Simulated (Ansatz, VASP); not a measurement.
## Ag: VASP beside Ansatz

```
CELL_PARAMETERS angstrom
2.90370 0.00000 0.00000
-1.45185 2.51467 0.00000
0.00000 0.00000 4.98524
ATOMIC_POSITIONS crystal
Ag 0.33333 0.66667 0.25000
Ag 0.66667 0.33333 0.75000
```

Change from the starting cell: strain +0.000 along x and y, +0.050 along z, atoms carried along.

Alike in both runs: task single point; functional r2SCAN; k mesh 24 × 24 × 14; occupations gaussian, width 0.15 eV; no spin polarisation.

|  | VASP | Ansatz |
| --- | --- | --- |
| version | VASP 6.6.1 | Ansatz 0.2.0 |
| potentials or method | VASP PAW PBE potentials, release 64 (Ag), cutoff 520 eV | scalar-relativistic, plane waves, PAW |
| valence electrons in the cell | 22 | 38 |

|  | VASP | Ansatz | Ansatz less VASP |
| --- | --- | --- | --- |
| gap on the k mesh at the Fermi level (eV) | none | none | - |
| pressure (GPa) | -4.1 | -4.2 | -0.08 |
| traceless stress, the component that is largest in VASP (GPa) | -2.32 | -2.28 | +0.040 |

VASP's potentials were made for PBE, not for r2SCAN. A gap of «none» marks a metal or a gap that the smearing closes. The functional is the same, so the differences come from potentials, cutoffs and numerics. VASP's potentials hold 22 valence electrons a cell and Ansatz's 38, so a difference there can come from the potentials and not from the codes.
